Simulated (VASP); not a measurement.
# Al (Pm-3m) in VASP: notebook, part 2 of 2

VASP 6.6.1. Earlier steps stand in the parts before.

## 3. Single point, LDA

This run uses another cell than the first one, of 13.93 Å³/atom, 0.888 times its volume.

INCAR reads:

```
ALGO = Normal ; EDIFF = 1E-6
ENCUT = 520 ; GGA = CA
ISIF = 2 ; ISMEAR = 1
LASPH = True ; LCHARG = False
LREAL = False ; LWAVE = False
NBANDS = 8 ; NELM = 60
PREC = Accurate ; SIGMA = 0.1
```

KPOINTS reads:

```
k-points
0
Gamma
  7 7 7
```

POSCAR reads:

```
Al
1.0
    2.4059673147      0.0000000000      0.0000000000
    0.0000000000      2.4059673147      0.0000000000
    0.0000000000      0.0000000000      2.4059673147
Al
1
Direct
    0.0000000000      0.0000000000      0.0000000000
```

Potentials or basis: VASP PAW LDA potentials, release 64 (Al).

Command:

```sh
cat potpaw_LDA.64/Al/POTCAR > POTCAR
mpirun -np 1 vasp_std > vasp.out
```

OUTCAR:

```text
EDIFF = 1E-6
   ENCUT = 520
   GGA = CA
   ISIF = 2
   ISMEAR = 1
   LASPH = True
   LREAL = False
   NELM = 60
   PREC = Accurate

 ion  position               nearest neighbor table
   1  0.000  0.000  0.000-

  LATTYP: Found a simple cubic cell.
 ALAT       =     2.4059673147

  Lattice vectors:

 A1 = (   2.4059673147,   0.0000000000,   0.0000000000)
 A2 = (   0.0000000000,   2.4059673147,   0.0000000000)
 A3 = (   0.0000000000,   0.0000000000,   2.4059673147)

Analysis of symmetry for initial positions (statically):
=====================================================================
 Subroutine PRICEL returns:
 Original cell was already a primitive cell.

 Routine SETGRP: Setting up the symmetry group for a
 simple cubic supercell.

 Subroutine GETGRP returns: Found 48 space group operations
 (whereof 48 operations were pure point group operations)
 out of a pool of 48 trial point group operations.

The static configuration has the point symmetry O_h .

Analysis of symmetry for dynamics (positions and initial velocities):
=====================================================================
 Subroutine PRICEL returns:
 Original cell was already a primitive cell.

 Routine SETGRP: Setting up the symmetry group for a
 simple cubic supercell.

 Subroutine GETGRP returns: Found 48 space group operations
 (whereof 48 operations were pure point group operations)
 out of a pool of 48 trial point group operations.

The dynamic configuration has the point symmetry O_h .

 Subroutine INISYM returns: Found 48 space group operations
 (whereof 48 operations are pure point group operations),
 and found     1 'primitive' translations

----------------------------------------------------------------------------------------

                                     Primitive cell

  volume of cell :      13.9274

  direct lattice vectors                    reciprocal lattice vectors
     2.405967315  0.000000000  0.000000000     0.415633244  0.000000000  0.000000000
     0.000000000  2.405967315  0.000000000     0.000000000  0.415633244  0.000000000
     0.000000000  0.000000000  2.405967315     0.000000000  0.000000000  0.415633244

  length of vectors
     2.405967315  2.405967315  2.405967315     0.415633244  0.415633244  0.415633244

  position of ions in fractional coordinates (direct lattice)
     0.000000000  0.000000000  0.000000000

  ion indices of the primitive-cell ions
   primitive index   ion index
                 1           1

----------------------------------------------------------------------------------------

 KPOINTS: k-points

Automatic generation of k-mesh.
 Grid dimensions read from file:
 generate k-points for:    7    7    7

 Generating k-lattice:

  Cartesian coordinates                     Fractional coordinates (reciprocal lattice)
     0.059376178  0.000000000  0.000000000     0.142857143  0.000000000  0.000000000
     0.000000000  0.059376178  0.000000000     0.000000000  0.142857143  0.000000000
     0.000000000  0.000000000  0.059376178     0.000000000  0.000000000  0.142857143

  Length of vectors
     0.059376178  0.059376178  0.059376178

  Shift w.r.t. Gamma in fractional coordinates (k-lattice)
     0.000000000  0.000000000  0.000000000

 Subroutine IBZKPT returns following result:
 ===========================================

 Found     20 irreducible k-points:

 Following reciprocal coordinates:
            Coordinates               Weight
  0.000000  0.000000  0.000000      1.000000
  0.142857  0.000000  0.000000      6.000000
  0.285714  0.000000  0.000000      6.000000
  0.428571  0.000000  0.000000      6.000000
  0.142857  0.142857  0.000000     12.000000
  0.285714  0.142857  0.000000     24.000000
[... 12 lines left out ...]
  0.428571  0.428571  0.285714     24.000000
  0.428571  0.428571  0.428571      8.000000
   k-points           NKPTS =     20   k-points in BZ     NKDIM =     20   number of bands    NBANDS=      8
   number of dos      NEDOS =    301   number of ions     NIONS =      1
   total plane-waves  NPLWV =   5832
   dimension x,y,z NGX =    18 NGY =   18 NGZ =   18
   dimension x,y,z NGXF=    36 NGYF=   36 NGZF=   36
   ions per type =               1
   NGX,Y,Z   is equivalent  to a cutoff of  12.44, 12.44, 12.44 a.u.
   NGXF,Y,Z  is equivalent  to a cutoff of  24.88, 24.88, 24.88 a.u.
 SYSTEM =  unknown system
   PREC   = accura    normal or accurate (medium, high low for compatibility)
   ISTART =      0    job   : 0-new  1-cont  2-samecut
   ICHARG =      2    charge: 1-file 2-atom 10-const
   ISPIN  =      1    spin polarized calculation?
   LNONCOLLINEAR =      F non collinear calculations
   LSORBIT =      F    spin-orbit coupling
   LASPH  =      T    aspherical Exc in radial PAW
   ENCUT  =  520.0 eV  38.22 Ry    6.18 a.u.   4.47  4.47  4.47*2*pi/ulx,y,z
   NELM   =     60;   NELMIN=  2; NELMDL= -5     # of ELM steps
   EDIFF  = 0.1E-05   stopping-criterion for ELM
   LREAL  =      F    real-space projection
   EDIFFG = 0.1E-04   stopping-criterion for IOM
   NSW    =      0    number of steps for IOM
   IBRION =     -1    ionic relax: 0-MD 1-quasi-New 2-CG
   NFREE  =      0    steps in history (QN), initial steepest desc. (CG)
   ISIF   =      2    stress and relaxation
   ISYM   =      2    0-nonsym 1-usesym 2-fastsym
   POTIM  = 0.5000    time-step for ionic-motion
   TEBEG  =    0.0;   TEEND  =   0.0 temperature during run
   PSTRESS=    0.0 pullay stress
   NELECT =       3.0000    total number of electrons
   NUPDOWN=      -1.0000    fix difference up-down
   EMIN   =  10.00;   EMAX   =-10.00  energy-range for DOS
   EFERMI =   0.00;   METHOD = LEGACY
   ISMEAR =     1;   SIGMA  =   0.10  broadening in eV -4-tet -1-fermi 0-gaus
   EFERMI_NEDOS =   21; number of points for ismear=-14 and -15
   IALGO  =     38    algorithm
   IMIX   =      4    mixing-type and parameters
     AMIX     =   0.40;   BMIX     =  1.00
     AMIX_MAG =   1.60;   BMIX_MAG =  1.00
  volume/ion in A,a.u.               =      13.93        93.99
  Fermi-wavevector in a.u.,A,eV,Ry     =   0.981354  1.854489 13.103158  0.963055
  Thomas-Fermi vector in A             =   2.112354
   LORBIT       =      0    0 simple, 1 ext, 2 COOP (PROOUT), +10 PAW based schemes
   GGA     = CA    functional components
   LHFCALC =     F    Hartree Fock is set to
   AEXX    =    0.0000 exact exchange contribution
   IVDW    =     0    specifies the selected vdW correction
   LEPSILON=     F    determine dielectric tensor
   LRPA    =     F    only Hartree local field effects (RPA)
 non-spin polarized calculation
 Methfessel and Paxton  Order N= 1 SIGMA  =   0.10
  energy-cutoff  :      520.00
  volume of cell :       13.93
 maximum number of plane-waves:       389
 NGX is ok and might be reduce to    18
   NGX =  9   NGY =  9   NGZ =  9

 number of electron       3.0000000 magnetization

 Free energy of the ion-electron system (eV)
  ---------------------------------------------------
  ext. energy  EPLUGINS =         0.00000000
  ---------------------------------------------------
  free energy    TOTEN  =        -3.30469663 eV

  energy without entropy =       -3.30325680  energy(sigma->0) =       -3.30421669

 E-fermi :   9.2343     XC(G=0): -10.9308

 val. band max:        9.2064198163   @ k =   0.4286   0.4286   0.1429
 cond. band min:       9.5164162651   @ k =   0.2857   0.0000   0.0000
 fundamental gap:      0.3099964488
 Fermi energy:         9.2343467119

 k-point     1 :       0.0000    0.0000    0.0000
  band No.  band energies     occupation
      1      -2.7027      2.00000
      2      18.0970      0.00000
      3      18.0970      0.00000
      4      21.3577      0.00000
      5      21.3577      0.00000
      6      21.3577      0.00000
      7      29.7369      0.00000
      8      38.6601      0.00000
[... 199 lines left out ...]
 k-point    20 :       0.4286    0.4286    0.4286
  band No.  band energies     occupation
      1      10.3541     -0.00000
      2      12.7407      0.00000
      3      12.7407      0.00000
      4      15.9026      0.00000
      5      16.3135      0.00000
      6      16.3135      0.00000
      7      21.8306      0.00000
      8      23.5461      0.00000

------------------------ aborting loop because EDIFF is reached ----------------------------------------

  FORCE on cell =-STRESS in cart. coord.  units (eV):
  Direction    XX          YY          ZZ          XY          YZ          ZX
  --------------------------------------------------------------------------------------
  -------------------------------------------------------------------------------------
  Total        3.5080439      3.5080439      3.5080439      0.0000000      0.0000000      0.0000000
  in kB      403.5584344    403.5584344    403.5584344      0.0000000      0.0000000      0.0000000
  external PRESSURE =     403.5584344 kB  Pullay stress =       0.0000000 kB

 VOLUME and BASIS-vectors are now :
 -----------------------------------------------------------------------------
  energy-cutoff  :      520.00
  volume of cell :       13.93
      direct lattice vectors                 reciprocal lattice vectors
     2.405967315  0.000000000  0.000000000     0.415633244  0.000000000  0.000000000
     0.000000000  2.405967315  0.000000000     0.000000000  0.415633244  0.000000000
     0.000000000  0.000000000  2.405967315     0.000000000  0.000000000  0.415633244

 POSITION                                       TOTAL-FORCE (eV/Angst)
 -----------------------------------------------------------------------------------
      0.00000      0.00000      0.00000         0.000000      0.000000      0.000000
 -----------------------------------------------------------------------------------
    total drift:                                0.000000      0.000000     -0.000000

  FREE ENERGIE OF THE ION-ELECTRON SYSTEM (eV)
  ---------------------------------------------------
  free  energy   TOTEN  =        -3.3046966305 eV

  energy  without entropy=       -3.3032568016  energy(sigma->0) =       -3.30421669
```

OSZICAR:

```text
N       E                     dE             d eps       ncg     rms          rms(c)
DAV:   1    -0.181897057594E+01   -0.18190E+01   -0.10270E+03   320   0.219E+02
DAV:   2    -0.332730825349E+01   -0.15083E+01   -0.15008E+01   440   0.201E+01
DAV:   3    -0.333253961678E+01   -0.52314E-02   -0.52314E-02   384   0.134E+00
DAV:   4    -0.333255217092E+01   -0.12554E-04   -0.12553E-04   480   0.628E-02
DAV:   5    -0.333255222142E+01   -0.50505E-07   -0.50365E-07   384   0.279E-03    0.179E+00
DAV:   6    -0.331503044078E+01    0.17522E-01   -0.98076E-04   368   0.158E-01    0.974E-01
DAV:   7    -0.330473294015E+01    0.10298E-01   -0.22253E-03   360   0.230E-01    0.163E-01
DAV:   8    -0.330469664700E+01    0.36293E-04   -0.39030E-05   448   0.314E-02    0.161E-02
DAV:   9    -0.330469663050E+01    0.16498E-07   -0.11522E-07   352   0.245E-03
   1 F= -.33046966E+01 E0= -.33042167E+01  d E =-.143983E-02
```

stdout:

```text
POSCAR found type information on POSCAR Al
 POSCAR found :  1 types and       1 ions
 scaLAPACK will be used
 LDA part: xc-table for (Slater(with rela. corr.)+CA(PZ))
 , standard interpolation
 POSCAR, INCAR and KPOINTS ok, starting setup
 FFT: planning ... GRIDC
 FFT: planning ... GRID_SOFT
 FFT: planning ... GRID
 WAVECAR not read
 entering main loop
```

Run time: 2.7 s. Hardware: 1 thread of AMD EPYC 9R45 (Zen 5), shared host; peak memory 0.07 GiB.

Results:

```yaml
Free_energy: -3.3047 eV
Pressure: 40.4 GPa
```

Caveat: the k points lie up to 0.37 Å⁻¹ apart.

## 4. Single point, LDA

This run uses another cell than the first one, of 12.77 Å³/atom, 0.814 times its volume.

INCAR reads:

```
PREC = Accurate
ENCUT = 520
EDIFF = 1E-7
ISMEAR = 1
SIGMA = 0.1
LREAL = F
LASPH = T
NELM = 100
ALGO = Normal
ISIF = 2
LWAVE = F
LCHARG = F
GGA = CA
NBANDS = 8
```

KPOINTS reads:

```
Automatic mesh
0
Gamma
  7 7 7
```

POSCAR reads:

```
Al
1.0
    2.3372202343      0.0000000000      0.0000000000
    0.0000000000      2.3372202343      0.0000000000
    0.0000000000      0.0000000000      2.3372202343
Al
1
Direct
    0.0000000000      0.0000000000      0.0000000000
```

Command:

```sh
cat potpaw_LDA.64/Al/POTCAR > POTCAR
mpirun -np 1 vasp_std > vasp.out
```

It took 2.3 s on 1 thread of AMD EPYC 9R45 (Zen 5), shared host; peak memory 0.07 GiB.

It converged, with:

* Free energy: -2.9435 eV
* Pressure: 60.6 GPa

Levels at points of the mesh, in eV from the Fermi level:
| k point | band 1 | band 2 | band 3 | band 4 | band 5 |
| --- | --- | --- | --- | --- | --- |
| (0.00, 0.00, 0.00) | -12.60 | 9.05 | 9.05 | 12.96 | 12.96 |

Caveat: the k points lie up to 0.38 Å⁻¹ apart.

## 5. Single point, LDA

This run uses another cell than the first one, of 19.24 Å³/atom, 1.226 times its volume.

INCAR reads:

```
  ALGO = Normal
  EDIFF = 1E-6
  ENCUT = 520
  GGA = CA
  ISIF = 2
  ISMEAR = 1
  LASPH = True
  LCHARG = False
  LREAL = False
  LWAVE = False
  NBANDS = 8
  NELM = 80
  PREC = Accurate
  SIGMA = 0.1
```

KPOINTS reads:

```
k-points
0
Gamma
  7 7 7
```

POSCAR reads:

```
Al
1.0
    2.6793718060      0.0000000000      0.0000000000
    0.0000000000      2.6793718060      0.0000000000
    0.0000000000      0.0000000000      2.6793718060
Al
1
Direct
    0.0000000000      0.0000000000      0.0000000000
```

Command:

```sh
cat potpaw_LDA.64/Al/POTCAR > POTCAR
mpirun -np 1 vasp_std > vasp.out
```

Run time: 2.4 s. Hardware: 1 thread of AMD EPYC 9R45 (Zen 5), shared host; peak memory 0.07 GiB.

The run converged. Its results:

| Quantity | Value |
| --- | --- |
| Free energy | -3.8178 eV |
| Pressure | 0.1 GPa |

Levels at points of the mesh, in eV from the Fermi level:
```tsv
k point	band 1	band 2	band 3	band 4	band 5	band 6
(0.00, 0.00, 0.00)	-9.82	8.09	8.09	9.36	9.36	9.36
```

## 6. Relaxation of cell and atoms, LDA

This run uses another cell than the first one, of 18.19 Å³/atom, 1.159 times its volume.

INCAR reads:

```
PREC = Accurate
ENCUT = 600
EDIFF = 1E-7
ISMEAR = 1
SIGMA = 0.1
LREAL = F
LASPH = T
NELM = 60
ALGO = Normal
ISIF = 3
LWAVE = F
LCHARG = F
IBRION = 2
NSW = 80
EDIFFG = -0.01
```

KPOINTS reads:

```
regular mesh
0
Gamma
  7 7 7
```

POSCAR reads:

```
Al
1.0
    2.6300000000      0.0000000000      0.0000000000
    0.0000000000      2.6300000000      0.0000000000
    0.0000000000      0.0000000000      2.6300000000
Al
1
Direct
    0.0000000000      0.0000000000      0.0000000000
```

Potentials or basis: VASP PAW LDA potentials, release 64 (Al).

Command:

```sh
cat potpaw_LDA.64/Al/POTCAR > POTCAR
mpirun -np 1 vasp_std > vasp.out
```

Run time: 4.7 s. Hardware: 1 thread of AMD EPYC 9R45 (Zen 5), shared host; peak memory 0.08 GiB.

The run converged. Its results:

```yaml
Free_energy: -3.8178 eV
Relaxed_volume: 19.26 Å³/atom
Relaxed_cell: a = 2.681 Å, b = 2.681 Å, c = 2.681 Å, α = 90.00°, β = 90.00°, γ = 90.00°
Space_group_after_relaxing_to_0.05_Å: Pm-3m (No. 221)
Energy_gained_by_relaxing: 13.3 meV/atom
Ionic_steps: 3
Pressure_after_relaxing: 0.0 GPa
```

Step by step:
```
step  energy change (eV)  largest force (eV/Å)  pressure (GPa)  volume (Å³)
   1              0.0000                0.0000            4.17        18.19
   2             -0.0129                0.0000           -0.66        19.47
   3             -0.0133                0.0000            0.01        19.26
```

Final structure:
```
CELL_PARAMETERS angstrom
2.68061 0.00000 0.00000
0.00000 2.68061 0.00000
0.00000 0.00000 2.68061
ATOMIC_POSITIONS crystal
Al 0.00000 0.00000 0.00000
```

Levels at points of the mesh, in eV from the Fermi level:
```
           k point  band 1  band 2  band 3  band 4  band 5
(0.00, 0.00, 0.00)   -9.82    8.09    8.09    9.35    9.35
```

## 7. Summary

| task | cell | cutoff (eV) | gap on the mesh (eV) | pressure (GPa) |
| --- | --- | --- | --- | --- |
| single point | a = 2.504 Å, 1 atom | 520 | none | 20.2 |
| single point | a = 2.406 Å, 1 atom | 520 | none | 40.4 |
| single point | a = 2.337 Å, 1 atom | 520 | none | 60.6 |
| single point | a = 2.679 Å, 1 atom | 520 | none | 0.1 |
| relaxation of cell and atoms | relaxed from a = 2.630 Å, 1 atom | 600 | none | 0.0 |

Alike in all rows: level LDA; potentials or basis VASP PAW LDA potentials, release 64 (Al); no spin polarisation; k mesh 7 × 7 × 7; smearing methfessel-paxton 0.1 eV.

Caveats: some runs use coarse meshes.

Absolute energies hang on the potentials; compare differences alone.
